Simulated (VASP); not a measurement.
# SnGe2 (P-3m1) in VASP: a series of runs

SnGe2 is run at these levels: PBE; tasks: single point.

All numbers are computed with VASP 6.6.1; they aren't measurements. Logs are shortened: lines on timing, memory, paths and dates and some standing lists are left out, and cuts for length are marked.

## 1. The cell of the first run

Symmetry: P-3m1, No. 164, trigonal system. The conventional cell has a = 4.006 Å, b = 4.006 Å, c = 5.006 Å, α = 90.00°, β = 90.00°, γ = 120.00°. Sn (site symmetry -3m) has 12 Ge at 3.00 to 3.86 Å and 6 Sn at 4.01 Å within 4.1 Å. Ge (site symmetry 3m) has 3 Ge at 2.60 Å and 3 Sn at 3.00 Å within 3.4 Å.

## 2. Single point, PBE

Input file INCAR:

```
SYSTEM = SnGe2
ALGO     = Normal         ! electronic algorithm
EDIFF    = 1E-6           ! SCF threshold, eV
ENCUT    = 500            ! plane-wave cutoff, eV
GGA      = PE             ! functional
GGA_COMPAT= .False.      
ISIF     = 2              ! what is computed and relaxed
ISMEAR   = 0              ! smearing method
LASPH    = .True.         ! aspherical terms in the spheres
LCHARG   = .True.         ! write CHGCAR
LELF     = .True.         ! ELF
LREAL    = .False.        ! projectors in reciprocal space
LVHAR    = .True.       
LWAVE    = .False.        ! write WAVECAR
NBANDS   = 28             ! bands
NELM     = 120            ! most SCF steps
PREC     = Accurate       ! precision mode
SIGMA    = 0.2            ! smearing width, eV
```

Input file KPOINTS:

```
k-points
0
Gamma
  6 6 4
  0 0 0
```

Input file POSCAR:

```
SnGe2
1.0
    4.0060778458      0.0000000000      0.0000000000
   -2.0030389229      3.4693651840      0.0000000000
    0.0000000000      0.0000000000      5.0058305482
Sn Ge
1 2
Direct
    0.0000000000      0.0000000000      0.0000000000
    0.3333333333      0.6666666667      0.3814702270
    0.6666666667      0.3333333333      0.6185297730
```

Potentials or basis: VASP PAW PBE potentials, release 64 (Sn_d, Ge_d).

On the command line:

```console
$ cat potpaw_PBE.64/Sn_d/POTCAR potpaw_PBE.64/Ge_d/POTCAR > POTCAR
$ mpirun -np 1 vasp_std > vasp.out
```

OUTCAR:

```text
SYSTEM = SnGe2
   EDIFF = 1E-6
   ENCUT = 500
   GGA = PE
   ISIF = 2
   ISMEAR = 0
   LASPH = .True.
   LREAL = .False.
   NELM = 120
   PREC = Accurate

 ion  position               nearest neighbor table
   1  0.000  0.000  0.000-   2 3.00   3 3.00   2 3.00   3 3.00   3 3.00   2 3.00
   2  0.333  0.667  0.381-   3 2.60   3 2.60   3 2.60   1 3.00   1 3.00   1 3.00
   3  0.667  0.333  0.619-   2 2.60   2 2.60   2 2.60   1 3.00   1 3.00   1 3.00

  LATTYP: Found a hexagonal cell.
 ALAT       =     4.0060778458
 C/A-ratio  =     1.2495589803

  Lattice vectors:

 A1 = (   4.0060778458,   0.0000000000,   0.0000000000)
 A2 = (  -2.0030389229,   3.4693651840,   0.0000000000)
 A3 = (   0.0000000000,   0.0000000000,   5.0058305482)

Analysis of symmetry for initial positions (statically):
=====================================================================
 Subroutine PRICEL returns:
 Original cell was already a primitive cell.

 Routine SETGRP: Setting up the symmetry group for a
 hexagonal supercell.

 Subroutine GETGRP returns: Found 12 space group operations
 (whereof 12 operations were pure point group operations)
 out of a pool of 24 trial point group operations.

The static configuration has the point symmetry D_3d.

Analysis of symmetry for dynamics (positions and initial velocities):
=====================================================================
 Subroutine PRICEL returns:
 Original cell was already a primitive cell.

 Routine SETGRP: Setting up the symmetry group for a
 hexagonal supercell.

 Subroutine GETGRP returns: Found 12 space group operations
 (whereof 12 operations were pure point group operations)
 out of a pool of 24 trial point group operations.

The dynamic configuration has the point symmetry D_3d.

 Subroutine INISYM returns: Found 12 space group operations
 (whereof 12 operations are pure point group operations),
 and found     1 'primitive' translations

----------------------------------------------------------------------------------------

                                     Primitive cell

  volume of cell :      69.5738

  direct lattice vectors                    reciprocal lattice vectors
     4.006077846  0.000000000  0.000000000     0.249620711  0.144118585  0.000000000
    -2.003038923  3.469365184  0.000000000     0.000000000  0.288237169  0.000000000
     0.000000000  0.000000000  5.005830548     0.000000000  0.000000000  0.199767050

  length of vectors
     4.006077846  4.006077846  5.005830548     0.288237169  0.288237169  0.199767050

  position of ions in fractional coordinates (direct lattice)
     0.000000000  0.000000000  0.000000000
     0.333333333  0.666666667  0.381470227
     0.666666667  0.333333333  0.618529773

  ion indices of the primitive-cell ions
   primitive index   ion index
                 1           1
                 2           2
                 3           3

----------------------------------------------------------------------------------------

 KPOINTS: k-points

Automatic generation of k-mesh.
 Grid dimensions read from file:
 generate k-points for:    6    6    4

 Generating k-lattice:

  Cartesian coordinates                     Fractional coordinates (reciprocal lattice)
     0.041603452  0.024019764  0.000000000     0.166666667  0.000000000  0.000000000
     0.000000000  0.048039528  0.000000000     0.000000000  0.166666667  0.000000000
     0.000000000  0.000000000  0.049941762     0.000000000  0.000000000  0.250000000

  Length of vectors
     0.048039528  0.048039528  0.049941762

  Shift w.r.t. Gamma in fractional coordinates (k-lattice)
     0.000000000  0.000000000  0.000000000

 Subroutine IBZKPT returns following result:
 ===========================================

 Found     24 irreducible k-points:

 Following reciprocal coordinates:
            Coordinates               Weight
  0.000000  0.000000  0.000000      1.000000
  0.166667  0.000000  0.000000      6.000000
  0.333333  0.000000  0.000000      6.000000
  0.500000  0.000000  0.000000      3.000000
  0.166667  0.166667  0.000000      6.000000
  0.333333  0.166667  0.000000     12.000000
[... 16 lines left out ...]
  0.333333  0.166667  0.500000     12.000000
  0.333333  0.333333  0.500000      2.000000
   k-points           NKPTS =     24   k-points in BZ     NKDIM =     24   number of bands    NBANDS=     28
   number of dos      NEDOS =    301   number of ions     NIONS =      3
   total plane-waves  NPLWV =  36000
   dimension x,y,z NGX =    30 NGY =   30 NGZ =   40
   dimension x,y,z NGXF=    60 NGYF=   60 NGZF=   80
   ions per type =               1   2
   NGX,Y,Z   is equivalent  to a cutoff of  12.45, 12.45, 13.28 a.u.
   NGXF,Y,Z  is equivalent  to a cutoff of  24.90, 24.90, 26.57 a.u.
 SYSTEM =  SnGe2
   PREC   = accura    normal or accurate (medium, high low for compatibility)
   ISTART =      0    job   : 0-new  1-cont  2-samecut
   ICHARG =      2    charge: 1-file 2-atom 10-const
   ISPIN  =      1    spin polarized calculation?
   LNONCOLLINEAR =      F non collinear calculations
   LSORBIT =      F    spin-orbit coupling
   LASPH  =      T    aspherical Exc in radial PAW
   ENCUT  =  500.0 eV  36.75 Ry    6.06 a.u.   7.30  7.30  9.13*2*pi/ulx,y,z
   NELM   =    120;   NELMIN=  2; NELMDL= -5     # of ELM steps
   EDIFF  = 0.1E-05   stopping-criterion for ELM
   LREAL  =      F    real-space projection
   EDIFFG = 0.1E-04   stopping-criterion for IOM
   NSW    =      0    number of steps for IOM
   IBRION =     -1    ionic relax: 0-MD 1-quasi-New 2-CG
   NFREE  =      0    steps in history (QN), initial steepest desc. (CG)
   ISIF   =      2    stress and relaxation
   ISYM   =      2    0-nonsym 1-usesym 2-fastsym
   POTIM  = 0.5000    time-step for ionic-motion
   TEBEG  =    0.0;   TEEND  =   0.0 temperature during run
   PSTRESS=    0.0 pullay stress
   NELECT =      42.0000    total number of electrons
   NUPDOWN=      -1.0000    fix difference up-down
   EMIN   =  10.00;   EMAX   =-10.00  energy-range for DOS
   EFERMI =   0.00;   METHOD = LEGACY
   ISMEAR =     0;   SIGMA  =   0.20  broadening in eV -4-tet -1-fermi 0-gaus
   EFERMI_NEDOS =   21; number of points for ismear=-14 and -15
   IALGO  =     38    algorithm
   IMIX   =      4    mixing-type and parameters
     AMIX     =   0.40;   BMIX     =  1.00
     AMIX_MAG =   1.60;   BMIX_MAG =  1.00
  volume/ion in A,a.u.               =      23.19       156.50
  Fermi-wavevector in a.u.,A,eV,Ry     =   1.383596  2.614618 26.046162  1.914339
  Thomas-Fermi vector in A             =   2.508179
   LORBIT       =      0    0 simple, 1 ext, 2 COOP (PROOUT), +10 PAW based schemes
   GGA     = PE    functional components
   LHFCALC =     F    Hartree Fock is set to
   AEXX    =    0.0000 exact exchange contribution
   IVDW    =     0    specifies the selected vdW correction
   LEPSILON=     F    determine dielectric tensor
   LRPA    =     F    only Hartree local field effects (RPA)
 non-spin polarized calculation
 Gauss-broadening in eV      SIGMA  =   0.20
  energy-cutoff  :      500.00
  volume of cell :       69.57
 maximum number of plane-waves:      1813
 NGX is ok and might be reduce to    30
   NGX = 15   NGY = 15   NGZ = 19

 number of electron      42.0000018 magnetization

 Free energy of the ion-electron system (eV)
  ---------------------------------------------------
  ext. energy  EPLUGINS =         0.00000000
  ---------------------------------------------------
  free energy    TOTEN  =       -12.41495085 eV

  energy without entropy =      -12.38418534  energy(sigma->0) =      -12.39956810

 E-fermi :   6.3179     XC(G=0): -10.4557

 val. band max:        6.2450331911   @ k =   0.3333   0.0000   0.5000
 cond. band min:       6.4719519377   @ k =   0.3333   0.1667   0.2500
 fundamental gap:      0.2269187466
 Fermi energy:         6.3178604406

 k-point     1 :       0.0000    0.0000    0.0000
  band No.  band energies     occupation
      1     -18.1663      2.00000
      2     -18.1663      2.00000
      3     -18.0928      2.00000
      4     -18.0928      2.00000
      5     -18.0835      2.00000
      6     -18.0287      2.00000
[... 20 lines left out ...]
     27      12.5652      0.00000
     28      13.6581      0.00000

 k-point     2 :       0.1667    0.0000    0.0000
  band No.  band energies     occupation
      1     -18.1647      2.00000
      2     -18.1575      2.00000
      3     -18.0937      2.00000
      4     -18.0849      2.00000
      5     -18.0764      2.00000
      6     -18.0317      2.00000
[... 20 lines left out ...]
     27      11.9375      0.00000
     28      12.3894      0.00000

 k-point     3 :       0.3333    0.0000    0.0000
  band No.  band energies     occupation
      1     -18.1607      2.00000
      2     -18.1347      2.00000
      3     -18.0967      2.00000
      4     -18.0651      2.00000
      5     -18.0646      2.00000
      6     -18.0391      2.00000
[... 20 lines left out ...]
     27      11.9548      0.00000
     28      14.0920      0.00000

 k-point     4 :       0.5000    0.0000    0.0000
  band No.  band energies     occupation
      1     -18.1585      2.00000
      2     -18.1165      2.00000
      3     -18.0884      2.00000
      4     -18.0869      2.00000
      5     -18.0461      2.00000
      6     -18.0312      2.00000
[... 578 lines left out ...]
     27      13.4064      0.00000
     28      14.5827      0.00000

 k-point    23 :       0.3333    0.1667    0.5000
  band No.  band energies     occupation
      1     -18.1603      2.00000
      2     -18.1186      2.00000
      3     -18.0905      2.00000
      4     -18.0714      2.00000
      5     -18.0525      2.00000
      6     -18.0353      2.00000
[... 20 lines left out ...]
     27      13.3500      0.00000
     28      14.6687      0.00000

 k-point    24 :       0.3333    0.3333    0.5000
  band No.  band energies     occupation
      1     -18.1594      2.00000
      2     -18.1024      2.00000
      3     -18.1024      2.00000
      4     -18.0572      2.00000
      5     -18.0395      2.00000
      6     -18.0395      2.00000
[... 20 lines left out ...]
     27      13.1368      0.00000
     28      15.4627      0.00000

------------------------ aborting loop because EDIFF is reached ----------------------------------------

  FORCE on cell =-STRESS in cart. coord.  units (eV):
  Direction    XX          YY          ZZ          XY          YZ          ZX
  --------------------------------------------------------------------------------------
  -------------------------------------------------------------------------------------
  Total        0.0101546      0.0101546     -0.1527837      0.0000000      0.0000000     -0.0000000
  in kB        0.2338458      0.2338458     -3.5183749      0.0000000      0.0000000     -0.0000000
  external PRESSURE =      -1.0168944 kB  Pullay stress =       0.0000000 kB

 VOLUME and BASIS-vectors are now :
 -----------------------------------------------------------------------------
  energy-cutoff  :      500.00
  volume of cell :       69.57
      direct lattice vectors                 reciprocal lattice vectors
     4.006077846  0.000000000  0.000000000     0.249620711  0.144118585  0.000000000
    -2.003038923  3.469365184  0.000000000     0.000000000  0.288237169  0.000000000
     0.000000000  0.000000000  5.005830548     0.000000000  0.000000000  0.199767050

 POSITION                                       TOTAL-FORCE (eV/Angst)
 -----------------------------------------------------------------------------------
      0.00000      0.00000      0.00000         0.000000      0.000000      0.000000
     -0.00000      2.31291      1.90958         0.000000     -0.000000      0.027826
      2.00304      1.15646      3.09626        -0.000000      0.000000     -0.027826
 -----------------------------------------------------------------------------------
    total drift:                                0.000000     -0.000000      0.000000

  FREE ENERGIE OF THE ION-ELECTRON SYSTEM (eV)
  ---------------------------------------------------
  free  energy   TOTEN  =       -12.4149508454 eV

  energy  without entropy=      -12.3841853450  energy(sigma->0) =      -12.39956810
```

Wall time 44 s (1 thread of Intel Xeon 8259CL, shared host); peak memory 0.2 GiB.

Results:

| Item | Value |
| --- | --- |
| Free energy | -12.4150 eV |
| Pressure | -0.1 GPa |
| Largest force | 0.028 eV/Å |
| Band gap on the k mesh | zero (bands 21 and 22 overlap by 2.26 eV) |

Forces on the atoms (eV/Å):
```
Sn   0.000  0.000  0.000
Ge   0.000  0.000  0.028
Ge   0.000  0.000 -0.028
```

Levels at points of the mesh, in eV from the Fermi level:
| k point | band 18 | band 19 | band 20 | band 21 | band 22 | band 23 | band 24 | band 25 |
| --- | --- | --- | --- | --- | --- | --- | --- | --- |
| (0.00, 0.00, 0.00) | -5.89 | -0.10 | -0.10 | 1.03 | 1.20 | 1.20 | 3.14 | 6.17 |
| (0.50, 0.00, 0.00) | -4.83 | -2.42 | -2.26 | -2.01 | -1.23 | 2.58 | 3.50 | 4.27 |
| (0.00, 0.00, 0.50) | -1.06 | -0.08 | -0.08 | 0.35 | 2.89 | 2.89 | 2.92 | 2.92 |
| (0.50, 0.00, 0.50) | -6.91 | -4.93 | -1.55 | -0.28 | 0.30 | 0.53 | 4.65 | 6.34 |

Caveat: spin-orbit coupling is left out, which moves the levels of the heavy elements.

## 3. Single point, PBE

Input file INCAR:

```
ALGO = Normal
EDIFF = 1E-6
ENCUT = 500
GGA = PE
GGA_COMPAT = F
ISIF = 2
ISMEAR = 0
LASPH = T
LCHARG = T
LELF = T
LREAL = F
LVHAR = T
LWAVE = F
NBANDS = 28
NELM = 120
PREC = Accurate
SIGMA = 0.1
```

Input file KPOINTS:

```
k-points
0
Gamma
  6 6 4
```

POSCAR is that of step 2.

Potentials or basis: VASP PAW PBE potentials, release 64 (Sn_d, Ge_d).

On the command line:

```console
$ cat potpaw_PBE.64/Sn_d/POTCAR potpaw_PBE.64/Ge_d/POTCAR > POTCAR
$ mpirun -np 1 vasp_std > vasp.out
```

It took 45 s on 1 thread of Intel Xeon 8259CL, shared host; peak memory 0.2 GiB.

The run converged. Its results:

* Free energy: -12.4041 eV
* Pressure: -0.2 GPa
* Largest force: 0.047 eV/Å
* Band gap on the k mesh: zero (bands 21 and 22 overlap by 2.26 eV)

Forces in eV/Å, atoms in the order of the input:
```
Sn   0.000  0.000  0.000
Ge   0.000  0.000  0.047
Ge   0.000  0.000 -0.047
```

Stress tensor (GPa, compression positive):
```
-0.01  0.00  0.00
 0.00 -0.01  0.00
 0.00  0.00 -0.46
```

Levels at points of the mesh, in eV from the Fermi level:
```tsv
k point	band 19	band 20	band 21	band 22	band 23	band 24
(0.00, 0.00, 0.00)	-0.06	-0.06	1.06	1.23	1.23	3.17
(0.50, 0.00, 0.00)	-2.39	-2.23	-1.97	-1.20	2.61	3.53
(0.00, 0.00, 0.50)	-0.04	-0.04	0.38	2.93	2.93	2.95
(0.50, 0.00, 0.50)	-4.90	-1.52	-0.24	0.32	0.56	4.68
```

Caveat: spin-orbit coupling is left out, which moves the levels of the heavy elements.

The gap in the log of VASP goes by the Fermi energy; the results here count the filled bands.